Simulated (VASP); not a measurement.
# NaCl (P4/mmm) in VASP: further runs, part 2 of 2

VASP 6.6.1. Earlier steps stand in the parts before.

## 3. Single point, PBEsol (strain +0.080 along x and y, -0.040 along z)

Input file INCAR:

```
ALGO     = Normal         # electronic algorithm
EDIFF    = 1E-7           # SCF threshold, eV
ENCUT    = 520            # plane-wave cutoff, eV
GGA      = PS             # functional
ISIF     = 2              # what is computed and relaxed
ISMEAR   = 0              # smearing method
LASPH    = True           # aspherical terms in the spheres
LCHARG   = False          # write CHGCAR
LREAL    = False          # projectors in reciprocal space
LWAVE    = False          # write WAVECAR
NBANDS   = 14             # bands
NELM     = 60             # most SCF steps
PREC     = Accurate       # precision mode
SIGMA    = 0.05           # smearing width, eV
```

Input file KPOINTS:

```
k-points
0
Gamma
  6 6 6
```

Input file POSCAR:

```
NaCl
1.0
    3.7823652000      0.0000000000      0.0000000000
    0.0000000000      3.7823652000      0.0000000000
    0.0000000000      0.0000000000      3.3621024000
Na Cl
1 1
Direct
    0.0000000000      0.0000000000      0.0000000000
    0.5000000000      0.5000000000      0.5000000000
```

Potentials or basis: VASP PAW PBE potentials, release 64 (Na_pv, Cl).

The run is started by

```sh
> cat potpaw_PBE.64/Na_pv/POTCAR potpaw_PBE.64/Cl/POTCAR > POTCAR
> mpirun -np 1 vasp_std > vasp.out
```

Wall time 22 s (1 thread of Intel Xeon Platinum 8259CL at 2.50GHz (Skylake/Cascade Lake), shared host); peak memory 0.16 GiB.

Results (log left out):

```
Free energy            : -6.5639 eV
Pressure               : -2.9 GPa
Band gap on the k mesh : 2.88 eV (least direct gap 3.14 eV)
```

Stress tensor (GPa, compression positive):
```
-5.41  0.00  0.00
 0.00 -5.41  0.00
 0.00  0.00  2.00
```

Levels at points of the mesh, in eV from the valence-band top:
```tsv
k point	band 4	band 5	band 6	band 7	band 8	band 9	band 10	band 11
(0.00, 0.00, 0.00)	-13.52	-1.18	-1.18	-0.27	2.88	7.48	8.69	13.35
(0.50, 0.00, 0.00)	-13.31	-3.04	-1.01	-0.14	5.87	6.88	10.10	10.13
(0.50, 0.50, 0.00)	-13.16	-2.50	-2.50	0.00	4.45	9.63	9.63	9.67
(0.00, 0.00, 0.50)	-13.08	-3.05	-0.81	-0.81	5.72	7.63	9.85	10.51
(0.50, 0.00, 0.50)	-12.94	-2.59	-2.21	-0.64	5.14	8.70	9.09	10.00
(0.50, 0.50, 0.50)	-12.79	-2.29	-1.91	-1.91	6.40	6.50	6.50	10.29
```

Caveat: the cell differs from its parent crystal (strain +0.080 along x and y, -0.040 along z); the PAW data sets were made with another functional, which shifts forces and pressure a little. A k mesh can miss the band edges.

## 4. Single point, PBEsol (strain +0.080 along x and y, +0.000 along z)

Input file INCAR:

```
SYSTEM = NaCl
PREC = Accurate
ENCUT = 520
EDIFF = 1E-6
ISMEAR = 0
SIGMA = 0.05
LREAL = .FALSE.
LASPH = .TRUE.
NELM = 80
ALGO = Normal
ISIF = 2
LWAVE = .FALSE.
LCHARG = .FALSE.
GGA = PS
NBANDS = 14
```

Input file KPOINTS:

```
Automatic mesh
0
G
  6 6 6
  0 0 0
```

POSCAR: that of step 3 with these lines changed.

```diff
@@ -4,3 +4,3 @@
     0.0000000000      3.7823652000      0.0000000000
-    0.0000000000      0.0000000000      3.3621024000
+    0.0000000000      0.0000000000      3.5021900000
 Na Cl
```

Potentials or basis: VASP PAW PBE potentials, release 64 (Na_pv, Cl).

The run is started by

```sh
> cat potpaw_PBE.64/Na_pv/POTCAR potpaw_PBE.64/Cl/POTCAR > POTCAR
> mpirun -np 1 vasp_std > vasp.out
```

OUTCAR:

```text
SYSTEM = NaCl
   PREC = Accurate
   ENCUT = 520
   EDIFF = 1E-6
   ISMEAR = 0
   LREAL = .FALSE.
   LASPH = .TRUE.
   NELM = 80
   ISIF = 2
   GGA = PS

 ion  position               nearest neighbor table
   1  0.000  0.000  0.000-
   2  0.500  0.500  0.500-

  LATTYP: Found a simple tetragonal cell.
 ALAT       =     3.7823652000
 C/A-ratio  =     0.9259259259

  Lattice vectors:

 A1 = (   3.7823652000,   0.0000000000,   0.0000000000)
 A2 = (   0.0000000000,   3.7823652000,   0.0000000000)
[... 584 lines left out ...]
      9       7.5394      0.00000
     10       8.9855      0.00000
     11      10.6361      0.00000
     12      10.9785      0.00000
     13      11.9286      0.00000
     14      15.8634      0.00000

 [... further k-points ...]
[... 5 lines left out ...]
  --------------------------------------------------------------------------------------
  -------------------------------------------------------------------------------------
  Total       -1.5602554     -1.5602554     -0.1860830      0.0000000      0.0000000      0.0000000
  in kB      -49.8930038    -49.8930038     -5.9504623      0.0000000      0.0000000      0.0000000
  external PRESSURE =     -35.2454900 kB  Pullay stress =       0.0000000 kB

 VOLUME and BASIS-vectors are now :
 -----------------------------------------------------------------------------
  energy-cutoff  :      520.00
  volume of cell :       50.10
      direct lattice vectors                 reciprocal lattice vectors
     3.782365200  0.000000000  0.000000000     0.264384835  0.000000000  0.000000000
     0.000000000  3.782365200  0.000000000     0.000000000  0.264384835  0.000000000
     0.000000000  0.000000000  3.502190000     0.000000000  0.000000000  0.285535622

 POSITION                                       TOTAL-FORCE (eV/Angst)
 -----------------------------------------------------------------------------------
      0.00000      0.00000      0.00000         0.000000      0.000000      0.000000
      1.89118      1.89118      1.75110         0.000000      0.000000      0.000000
 -----------------------------------------------------------------------------------
    total drift:                               -0.000000      0.000000      0.000000

  FREE ENERGIE OF THE ION-ELECTRON SYSTEM (eV)
  ---------------------------------------------------
  free  energy   TOTEN  =        -6.5722357069 eV

  energy  without entropy=       -6.5722357069  energy(sigma->0) =       -6.57223571
```

OSZICAR:

```text
N       E                     dE             d eps       ncg     rms          rms(c)
DAV:   1     0.956929345129E+02    0.95693E+02   -0.70535E+03  1126   0.966E+02
DAV:   2     0.212252868004E+01   -0.93570E+02   -0.84709E+02  1238   0.244E+02
DAV:   3    -0.668835760209E+01   -0.88109E+01   -0.87378E+01  1408   0.714E+01
DAV:   4    -0.684144755589E+01   -0.15309E+00   -0.15301E+00  1318   0.105E+01
DAV:   5    -0.684477122744E+01   -0.33237E-02   -0.33235E-02  1476   0.155E+00    0.205E+00
DAV:   6    -0.660628217646E+01    0.23849E+00   -0.34356E-01  1410   0.360E+00    0.137E+00
DAV:   7    -0.657394824810E+01    0.32334E-01   -0.79124E-02  1550   0.172E+00    0.932E-01
DAV:   8    -0.657231453473E+01    0.16337E-02   -0.11095E-02  1204   0.918E-01    0.340E-01
DAV:   9    -0.657218829051E+01    0.12624E-03   -0.31587E-04  1438   0.135E-01    0.241E-01
DAV:  10    -0.657224193886E+01   -0.53648E-04   -0.44497E-04  1252   0.112E-01    0.414E-02
DAV:  11    -0.657223590192E+01    0.60369E-05   -0.17975E-05  1396   0.295E-02    0.160E-02
DAV:  12    -0.657223570686E+01    0.19505E-06   -0.47136E-06  1240   0.115E-02
   1 F= -.65722357E+01 E0= -.65722357E+01  d E =-.620349E-20
```

It took 21 s on 1 thread of Intel Xeon Platinum 8259CL at 2.50GHz (Skylake/Cascade Lake), shared host; peak memory 0.16 GiB.

What came out:

- Free energy: -6.5722 eV
- Pressure: -3.5 GPa
- Band gap on the k mesh: 3.07 eV (least direct gap 3.36 eV)

Stress tensor (GPa, compression positive):
```
-4.99  0.00  0.00
 0.00 -4.99  0.00
 0.00  0.00 -0.60
```

Caveat: the cell differs from its parent crystal (strain +0.080 along x and y, +0.000 along z); the cell stands under tension; the PAW data sets were made with another functional, which shifts forces and pressure a little. A k mesh can miss the band edges.

## 5. The runs side by side

| cell | gap on the mesh (eV) | pressure (GPa) |
| --- | --- | --- |
| a = 3.502, b = 3.502, c = 3.782 Å, 2 atoms | 3.38 | -2.6 |
| a = 3.782, b = 3.782, c = 3.362 Å, 2 atoms | 2.88 | -2.9 |
| a = 3.782, b = 3.782, c = 3.502 Å, 2 atoms | 3.07 | -3.5 |

Alike in all rows: task single point; level PBEsol; potentials or basis VASP PAW PBE potentials, release 64 (Na_pv, Cl); no spin polarisation; k mesh 6 × 6 × 6; cutoff (eV) 520; smearing gaussian 0.05 eV.

Caveats: the PAW data sets were made with another functional, which shifts forces and pressure a little; the cell stands under tension (at least some runs).

Total energies depend on the potentials used, so only differences within one code and one set of settings carry meaning.
